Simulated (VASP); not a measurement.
# AlC (Cmcm) in VASP: notebook

AlC is run at these levels: PBE; tasks: single point, relaxation of cell and atoms.

All numbers are computed with VASP 6.6.1; they aren't measurements. Logs are shortened: lines on timing, memory, paths and dates and some standing lists are left out, and cuts for length are marked.

### 1 The cell of the first run

Symmetry: Cmcm, No. 63, orthorhombic system. The conventional cell has a = 2.998 Å, b = 11.169 Å, c = 2.519 Å, α = 90.00°, β = 90.00°, γ = 90.00°. Al (site symmetry m2m) has 6 C at 2.37 to 2.59 Å and 8 Al at 2.52 to 3.00 Å within 3.1 Å. C (site symmetry m2m) has 2 C at 1.48 Å within 2.0 Å.

### 2 Single point, PBE

Input file INCAR:

```
SYSTEM = AlC
  ALGO = Normal
  EDIFF = 1E-6
  ENCUT = 520
  GGA = PE
  ISIF = 2
  ISMEAR = 0
  LASPH = .True.
  LCHARG = .True.
  LELF = .True.
  LREAL = .False.
  LVHAR = .True.
  LWAVE = .False.
  NBANDS = 15
  NELM = 100
  PREC = Accurate
  SIGMA = 0.1
```

Input file KPOINTS:

```
k-points
0
Gamma
  6 6 6
  0 0 0
```

Input file POSCAR:

```
AlC
1.0
    1.4992242473     -5.5844245879      0.0000000000
    1.4992242473      5.5844245879      0.0000000000
    0.0000000000      0.0000000000      2.5191039872
Al C
2 2
Direct
    0.8453161280      0.1546838720      0.7500000000
    0.1546838720      0.8453161280      0.2500000000
    0.5346410868      0.4653589132      0.7500000000
    0.4653589132      0.5346410868      0.2500000000
```

Potentials or basis: VASP PAW PBE potentials, release 64 (Al, C).

Run with:

```sh
$ cat potpaw_PBE.64/Al/POTCAR potpaw_PBE.64/C/POTCAR > POTCAR
$ mpirun -np 1 vasp_std > vasp.out
```

OUTCAR:

```text
SYSTEM = AlC
   EDIFF = 1E-6
   ENCUT = 520
   GGA = PE
   ISIF = 2
   ISMEAR = 0
   LASPH = .True.
   LREAL = .False.
   NELM = 100
   PREC = Accurate

 ion  position               nearest neighbor table
   1  0.845  0.155  0.750-   4 2.37   4 2.37   4 2.37   4 2.37   3 2.59   3 2.59   2 2.89   2 2.89
                             2 2.89   2 2.89
   2  0.155  0.845  0.250-   3 2.37   3 2.37   3 2.37   3 2.37   4 2.59   4 2.59   1 2.89   1 2.89
                             1 2.89   1 2.89
   3  0.535  0.465  0.750-   4 1.48   4 1.48   2 2.37   2 2.37   2 2.37   2 2.37   1 2.59   1 2.59

   4  0.465  0.535  0.250-   3 1.48   3 1.48   1 2.37   1 2.37   1 2.37   1 2.37   2 2.59   2 2.59

  LATTYP: Found a base centered orthorhombic cell.
 ALAT       =     2.9984484946
 B/A-ratio  =     3.7248761137
 C/A-ratio  =     0.8401358208

  Lattice vectors:

 A1 = (   1.4992242473,  -5.5844245879,   0.0000000000)
 A2 = (   1.4992242473,   5.5844245879,   0.0000000000)
 A3 = (   0.0000000000,   0.0000000000,   2.5191039872)

Analysis of symmetry for initial positions (statically):
=====================================================================
 Subroutine PRICEL returns:
 Original cell was already a primitive cell.

 Routine SETGRP: Setting up the symmetry group for a
 base centered orthorhombic supercell.

 Subroutine GETGRP returns: Found  8 space group operations
 (whereof  4 operations were pure point group operations)
 out of a pool of  8 trial point group operations.

The static configuration has the point symmetry C_2h.
 The point group associated with its full space group is D_2h.

Analysis of symmetry for dynamics (positions and initial velocities):
=====================================================================
 Subroutine PRICEL returns:
 Original cell was already a primitive cell.

 Routine SETGRP: Setting up the symmetry group for a
 base centered orthorhombic supercell.

 Subroutine GETGRP returns: Found  8 space group operations
 (whereof  4 operations were pure point group operations)
 out of a pool of  8 trial point group operations.

The dynamic configuration has the point symmetry C_2h.
 The point group associated with its full space group is D_2h.

 Subroutine INISYM returns: Found  8 space group operations
 (whereof  4 operations are pure point group operations),
 and found     1 'primitive' translations

----------------------------------------------------------------------------------------

                                     Primitive cell

  volume of cell :      42.1814

  direct lattice vectors                    reciprocal lattice vectors
     1.499224247 -5.584424588  0.000000000     0.333505812 -0.089534739  0.000000000
     1.499224247  5.584424588  0.000000000     0.333505812  0.089534739  0.000000000
     0.000000000  0.000000000  2.519103987     0.000000000  0.000000000  0.396966543

  length of vectors
     5.782168393  5.782168393  2.519103987     0.345315213  0.345315213  0.396966543

  position of ions in fractional coordinates (direct lattice)
     0.845316128  0.154683872  0.750000000
     0.154683872  0.845316128  0.250000000
     0.534641087  0.465358913  0.750000000
     0.465358913  0.534641087  0.250000000

  ion indices of the primitive-cell ions
   primitive index   ion index
                 1           1
                 2           2
                 3           3
                 4           4

----------------------------------------------------------------------------------------

 KPOINTS: k-points

Automatic generation of k-mesh.
 Grid dimensions read from file:
 generate k-points for:    6    6    6

 Generating k-lattice:

  Cartesian coordinates                     Fractional coordinates (reciprocal lattice)
     0.055584302 -0.014922457  0.000000000     0.166666667  0.000000000  0.000000000
     0.055584302  0.014922457  0.000000000     0.000000000  0.166666667  0.000000000
     0.000000000  0.000000000  0.066161090     0.000000000  0.000000000  0.166666667

  Length of vectors
     0.057552535  0.057552535  0.066161090

  Shift w.r.t. Gamma in fractional coordinates (k-lattice)
     0.000000000  0.000000000  0.000000000

 Subroutine IBZKPT returns following result:
 ===========================================

 Found     52 irreducible k-points:

 Following reciprocal coordinates:
            Coordinates               Weight
  0.000000  0.000000  0.000000      1.000000
  0.166667  0.000000  0.000000      4.000000
  0.333333  0.000000  0.000000      4.000000
  0.500000 -0.000000  0.000000      2.000000
  0.166667  0.166667  0.000000      2.000000
  0.333333  0.166667  0.000000      4.000000
[... 16 lines left out ...]
  0.333333  0.333333  0.166667      4.000000
  0.500000  0.333333  0.166667      8.000000
 [... further k-points ...]
   k-points           NKPTS =     52   k-points in BZ     NKDIM =     52   number of bands    NBANDS=     15
   number of dos      NEDOS =    301   number of ions     NIONS =      4
   total plane-waves  NPLWV =  46080
   dimension x,y,z NGX =    48 NGY =   48 NGZ =   20
   dimension x,y,z NGXF=    96 NGYF=   96 NGZF=   40
   ions per type =               2   2
   NGX,Y,Z   is equivalent  to a cutoff of  13.80, 13.80, 13.20 a.u.
   NGXF,Y,Z  is equivalent  to a cutoff of  27.60, 27.60, 26.40 a.u.
 SYSTEM =  AlC
   PREC   = accura    normal or accurate (medium, high low for compatibility)
   ISTART =      0    job   : 0-new  1-cont  2-samecut
   ICHARG =      2    charge: 1-file 2-atom 10-const
   ISPIN  =      1    spin polarized calculation?
   LNONCOLLINEAR =      F non collinear calculations
   LSORBIT =      F    spin-orbit coupling
   LASPH  =      T    aspherical Exc in radial PAW
   ENCUT  =  520.0 eV  38.22 Ry    6.18 a.u.  10.75 10.75  4.68*2*pi/ulx,y,z
   NELM   =    100;   NELMIN=  2; NELMDL= -5     # of ELM steps
   EDIFF  = 0.1E-05   stopping-criterion for ELM
   LREAL  =      F    real-space projection
   EDIFFG = 0.1E-04   stopping-criterion for IOM
   NSW    =      0    number of steps for IOM
   IBRION =     -1    ionic relax: 0-MD 1-quasi-New 2-CG
   NFREE  =      0    steps in history (QN), initial steepest desc. (CG)
   ISIF   =      2    stress and relaxation
   ISYM   =      2    0-nonsym 1-usesym 2-fastsym
   POTIM  = 0.5000    time-step for ionic-motion
   TEBEG  =    0.0;   TEEND  =   0.0 temperature during run
   PSTRESS=    0.0 pullay stress
   NELECT =      14.0000    total number of electrons
   NUPDOWN=      -1.0000    fix difference up-down
   EMIN   =  10.00;   EMAX   =-10.00  energy-range for DOS
   EFERMI =   0.00;   METHOD = LEGACY
   ISMEAR =     0;   SIGMA  =   0.10  broadening in eV -4-tet -1-fermi 0-gaus
   EFERMI_NEDOS =   21; number of points for ismear=-14 and -15
   IALGO  =     38    algorithm
   IMIX   =      4    mixing-type and parameters
     AMIX     =   0.40;   BMIX     =  1.00
     AMIX_MAG =   1.60;   BMIX_MAG =  1.00
  volume/ion in A,a.u.               =      10.55        71.16
  Fermi-wavevector in a.u.,A,eV,Ry     =   1.133471  2.141950 17.480178  1.284757
  Thomas-Fermi vector in A             =   2.270174
   LORBIT       =      0    0 simple, 1 ext, 2 COOP (PROOUT), +10 PAW based schemes
   GGA     = PE    functional components
   LHFCALC =     F    Hartree Fock is set to
   AEXX    =    0.0000 exact exchange contribution
   IVDW    =     0    specifies the selected vdW correction
   LEPSILON=     F    determine dielectric tensor
   LRPA    =     F    only Hartree local field effects (RPA)
 non-spin polarized calculation
 Gauss-broadening in eV      SIGMA  =   0.10
  energy-cutoff  :      520.00
  volume of cell :       42.18
 maximum number of plane-waves:      1158
 NGX is ok and might be reduce to    48
   NGX = 21   NGY = 21   NGZ =  9

 number of electron      14.0000000 magnetization

 Free energy of the ion-electron system (eV)
  ---------------------------------------------------
  ext. energy  EPLUGINS =         0.00000000
  ---------------------------------------------------
  free energy    TOTEN  =       -23.17130652 eV

  energy without entropy =      -23.16365415  energy(sigma->0) =      -23.16748033

 E-fermi :   9.2043     XC(G=0): -11.2428

 val. band max:        9.1960107488   @ k =   0.5000   0.1667   0.0000
 cond. band min:       9.2277976316   @ k =   0.3333   0.1667   0.1667
 fundamental gap:      0.0317868828
 Fermi energy:         9.2042876103

 k-point     1 :       0.0000    0.0000    0.0000
  band No.  band energies     occupation
      1      -9.0862      2.00000
      2      -1.3847      2.00000
      3      -0.3466      2.00000
      4       4.1790      2.00000
      5       4.3630      2.00000
      6       8.3039      2.00000
      7      10.8923      0.00000
      8      11.9067      0.00000
      9      12.6068      0.00000
     10      14.6224      0.00000
     11      15.7552      0.00000
     12      16.5231      0.00000
     13      18.2541      0.00000
     14      19.6053      0.00000
     15      19.6975      0.00000

 k-point     2 :       0.1667    0.0000    0.0000
  band No.  band energies     occupation
      1      -8.8378      2.00000
      2      -1.2279      2.00000
      3       0.1953      2.00000
      4       2.8729      2.00000
      5       4.2420      2.00000
      6       8.0866      2.00000
      7       8.8087      2.00000
      8      12.4568      0.00000
      9      13.3198      0.00000
     10      14.3012      0.00000
     11      15.4123      0.00000
     12      17.5304      0.00000
     13      18.4293      0.00000
     14      18.6633      0.00000
     15      20.4800      0.00000
[... 365 lines left out ...]
      3       0.6040      2.00000
      4       2.4270      2.00000
      5       4.6546      2.00000
      6       5.8725      2.00000
      7       8.0523      2.00000
      8       8.0632      2.00000
      9      13.2424      0.00000
     10      15.1106      0.00000
     11      16.1231      0.00000
     12      17.5116      0.00000
     13      18.2372      0.00000
     14      19.3101      0.00000
     15      20.3844      0.00000

 k-point    24 :       0.5000    0.3333    0.1667
  band No.  band energies     occupation
      1      -8.3083      2.00000
      2      -1.6548      2.00000
      3       2.1980      2.00000
      4       2.6691      2.00000
      5       4.0320      2.00000
      6       5.6755      2.00000
      7      10.0714      0.00000
      8      11.3192      0.00000
      9      12.7329      0.00000
     10      15.0340      0.00000
     11      15.8839      0.00000
     12      16.2076      0.00000
     13      17.1650      0.00000
     14      18.9986      0.00000
     15      20.2055      0.00000

 [... further k-points ...]
[... 5 lines left out ...]
  --------------------------------------------------------------------------------------
  -------------------------------------------------------------------------------------
  Total        0.0250328      0.0893935      0.1203792      0.0000000     -0.0000000      0.0000000
  in kB        0.9508229      3.3954357      4.5723653      0.0000000     -0.0000000      0.0000000
  external PRESSURE =       2.9728746 kB  Pullay stress =       0.0000000 kB

 VOLUME and BASIS-vectors are now :
 -----------------------------------------------------------------------------
  energy-cutoff  :      520.00
  volume of cell :       42.18
      direct lattice vectors                 reciprocal lattice vectors
     1.499224247 -5.584424588  0.000000000     0.333505812 -0.089534739  0.000000000
     1.499224247  5.584424588  0.000000000     0.333505812  0.089534739  0.000000000
     0.000000000  0.000000000  2.519103987     0.000000000  0.000000000  0.396966543

 POSITION                                       TOTAL-FORCE (eV/Angst)
 -----------------------------------------------------------------------------------
      1.49922     -3.85678      1.88933         0.000000      0.010846      0.000000
      1.49922      3.85678      0.62978         0.000000     -0.010846     -0.000000
      1.49922     -0.38690      1.88933         0.000000     -0.043044      0.000000
      1.49922      0.38690      0.62978         0.000000      0.043044     -0.000000
 -----------------------------------------------------------------------------------
    total drift:                               -0.000000     -0.000000     -0.000000

  FREE ENERGIE OF THE ION-ELECTRON SYSTEM (eV)
  ---------------------------------------------------
  free  energy   TOTEN  =       -23.1713065179 eV

  energy  without entropy=      -23.1636541507  energy(sigma->0) =      -23.16748033
```

It took 29 s on 1 thread of Intel Xeon Platinum 8488C (Sapphire Rapids), shared host; peak memory 0.2 GiB.

What came out:

```yaml
Free_energy: -23.1713 eV
Pressure: 0.3 GPa
Largest_force: 0.043 eV/Å
Band_gap_on_the_k_mesh: zero (band 7 reaches 12.47 eV, above the bottom of band 8 at 7.64 eV)
```

Forces in eV/Å, atoms in the order of the input:
```
Al   0.000  0.011  0.000
Al   0.000 -0.011  0.000
C    0.000 -0.043  0.000
C    0.000  0.043  0.000
```

Stress tensor (GPa, compression positive):
```
0.10 0.00 0.00
0.00 0.34 0.00
0.00 0.00 0.46
```

Caveat: the k points lie up to 0.42 Å⁻¹ apart.

### 3 Single point, PBE

This run uses another cell than the first one, of 11.10 Å³/atom, 1.052 times its volume.

Input file INCAR:

```
PREC = Accurate ; ENCUT = 520
EDIFF = 1E-6 ; ISMEAR = 0
SIGMA = 0.1 ; LREAL = False
LASPH = True ; NELM = 80
ALGO = Normal ; ISIF = 2
LWAVE = False ; LCHARG = False
GGA = PE ; NBANDS = 15
```

Input file KPOINTS:

```
Automatic mesh
0
Gamma
  6 6 6
```

Input file POSCAR:

```
AlC
1.0
    1.6178999367     -4.2688508466      0.0000000000
    1.6178999367      4.2688508466      0.0000000000
    0.0000000000      0.0000000000      3.2139363608
Al C
2 2
Direct
    0.8540000000      0.1460000000      0.7500000000
    0.1460000000      0.8540000000      0.2500000000
    0.5500000000      0.4500000000      0.7500000000
    0.4500000000      0.5500000000      0.2500000000
```

Potentials or basis: VASP PAW PBE potentials, release 64 (Al, C).

Run with:

```sh
$ cat potpaw_PBE.64/Al/POTCAR potpaw_PBE.64/C/POTCAR > POTCAR
$ mpirun -np 1 vasp_std > vasp.out
```

It took 17 s on 1 thread of Intel Xeon Platinum 8488C (Sapphire Rapids), shared host; peak memory 0.18 GiB.

It converged, with:

```
Free energy            : -20.3486 eV
Pressure               : -10.2 GPa
Largest force          : 0.690 eV/Å
Band gap on the k mesh : zero (band 7 reaches 10.54 eV, above the bottom of band 8 at 6.99 eV)
```

Forces in eV/Å, atoms in the order of the input:
```
Al   0.000 -0.054  0.000
Al   0.000  0.054  0.000
C    0.000 -0.690  0.000
C    0.000  0.690  0.000
```

Stress tensor (GPa, compression positive):
```
-12.64   0.00   0.00
  0.00  -2.54   0.00
  0.00   0.00 -15.48
```

Levels at points of the mesh, in eV from the Fermi level:
| k point | band 3 | band 4 | band 5 | band 6 | band 7 | band 8 | band 9 | band 10 | band 11 | band 12 |
| --- | --- | --- | --- | --- | --- | --- | --- | --- | --- | --- |
| (0.00, 0.00, 0.00) | -7.18 | -6.15 | -4.49 | -2.55 | 0.59 | 0.79 | 2.66 | 3.90 | 4.08 | 5.15 |
| (0.50, 0.00, 0.00) | -8.01 | -5.56 | -5.53 | -1.81 | -1.21 | 0.45 | 2.33 | 3.69 | 5.04 | 5.23 |
| (0.50, 0.50, 0.00) | -6.00 | -4.74 | -2.92 | -1.53 | -0.20 | 0.57 | 1.76 | 1.91 | 4.99 | 5.79 |
| (0.00, 0.00, 0.50) | -5.45 | -5.45 | -2.96 | -2.96 | -1.81 | -1.81 | 3.43 | 3.43 | 5.94 | 5.94 |
| (0.50, 0.00, 0.50) | -6.77 | -6.77 | -5.12 | -5.12 | -1.47 | -1.47 | 2.55 | 2.55 | 4.83 | 4.83 |
| (0.50, 0.50, 0.50) | -7.80 | -7.80 | -1.98 | -1.98 | 1.55 | 1.55 | 2.72 | 2.72 | 5.29 | 5.29 |

(Part 1 of 2 ends here.)
